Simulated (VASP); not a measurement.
# InSb3: single point with LDA

InSb3:

```
Sb In
1.0
     0.00000    3.74327    3.74327
     3.74327    0.00000    3.74327
     3.74327    3.74327    0.00000
Sb In
3 1
Cartesian
  3.7433 3.7433 3.7433
  5.6149 5.6149 5.6149
  1.8716 1.8716 1.8716
  0.0000 0.0000 0.0000
```

```
Program                : VASP 6.6.1
Task                   : single point
Functional             : LDA
Potentials or basis    : VASP PAW LDA potentials, release 64 (Sb, In_d)
Cutoff                 : 520 eV
k mesh                 : 6 × 6 × 6
Occupations            : fermi-dirac, width 0.05 eV
Spin                   : no spin polarisation
Dipole correction      : no
Further INCAR settings : ALGO = Normal; EDIFF = 1e-07; NBANDS = 22
```

- Pressure: -2.3 GPa
- Band gap on the k mesh: zero (bands 14 and 15 overlap by 3.46 eV)

Levels at points of the mesh, in eV from the Fermi level:
| k point | band 10 | band 11 | band 12 | band 13 | band 14 | band 15 | band 16 | band 17 | band 18 | band 19 |
| --- | --- | --- | --- | --- | --- | --- | --- | --- | --- | --- |
| (0.00, 0.00, 0.00) | -2.67 | -2.67 | -2.59 | -2.59 | -2.59 | -2.46 | -0.89 | -0.89 | -0.89 | 3.37 |
| (0.50, 0.00, 0.00) | -3.66 | -3.66 | -2.84 | -2.84 | -0.32 | -0.19 | 1.87 | 1.87 | 2.94 | 2.94 |
| (0.50, 0.50, 0.00) | -5.38 | -5.38 | 0.31 | 0.84 | 0.84 | 1.23 | 1.68 | 1.72 | 1.72 | 4.03 |

It took 67 s on 1 thread of Intel Xeon 8259CL, on a shared host, peak memory 0.21 GiB.

Caveat: spin-orbit coupling is left out, which moves the levels of the heavy elements.
